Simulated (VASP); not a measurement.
The system is BN.

```
B N
1.0
     2.50399    0.00000    0.00000
    -1.25200    2.16852    0.00000
     0.00000    0.00000    6.66120
B N
2 2
Direct
  0.33333 0.66667 0.25000
  0.66667 0.33333 0.75000
  0.33333 0.66667 0.75000
  0.66667 0.33333 0.25000
```

```yaml
Program: VASP 6.6.1
Task: relaxation of cell and atoms
Functional: PBE
Potentials_or_basis: VASP PAW PBE potentials, release 64 (B, N)
Cutoff: 600 eV
k_mesh: 12 × 12 × 4
Occupations: gaussian, width 0.02 eV
Spin: no spin polarisation
```

At the start: pressure 3.2 GPa; volume 9.04 Å³/atom.

Task: Where does the relaxation end?

Result: Over 10 steps the energy falls by 9.8 meV/atom and the volume is 10.44 Å³/atom (+15.4 %); space group P6_3/mmc (No. 194, to 0.1 Å) before and after.

The path:
```
step  energy change (eV)  largest force (eV/Å)  pressure (GPa)  volume (Å³)
   1              0.0000                0.0000            3.23        36.17
   2              0.0029                0.0000           -3.53        37.13
   3             -0.0042                0.0000            0.21        36.58
   4             -0.0083                0.0000            0.19        36.86
   5             -0.0186                0.0000            0.23        37.67
   6             -0.0320                0.0000            0.35        39.30
   7             -0.0382                0.0000            0.61        42.54
   8             -0.0390                0.0000            0.55        41.62
   9             -0.0200                0.0000           -5.30        43.07
  10             -0.0392                0.0000           -0.01        41.75
```

Final structure:
```cif
data_structure
_symmetry_space_group_name_H-M 'P 1'
_symmetry_Int_Tables_number 1
_cell_length_a 2.5123
_cell_length_b 2.5123
_cell_length_c 7.6380
_cell_angle_alpha 90.000
_cell_angle_beta 90.000
_cell_angle_gamma 120.000
_cell_volume 41.75
loop_
_atom_site_label
_atom_site_type_symbol
_atom_site_fract_x
_atom_site_fract_y
_atom_site_fract_z
_atom_site_occupancy
B1 B 0.33333 0.66667 0.25000 1
B2 B 0.66667 0.33333 0.75000 1
N1 N 0.33333 0.66667 0.75000 1
N2 N 0.66667 0.33333 0.25000 1
```

Caveat: the volume moved by over 15 % at a fixed basis, so the end points are rough; this functional lacks dispersion, which binds layers or chains, so the pressure and a relaxed spacing across them are unreliable.
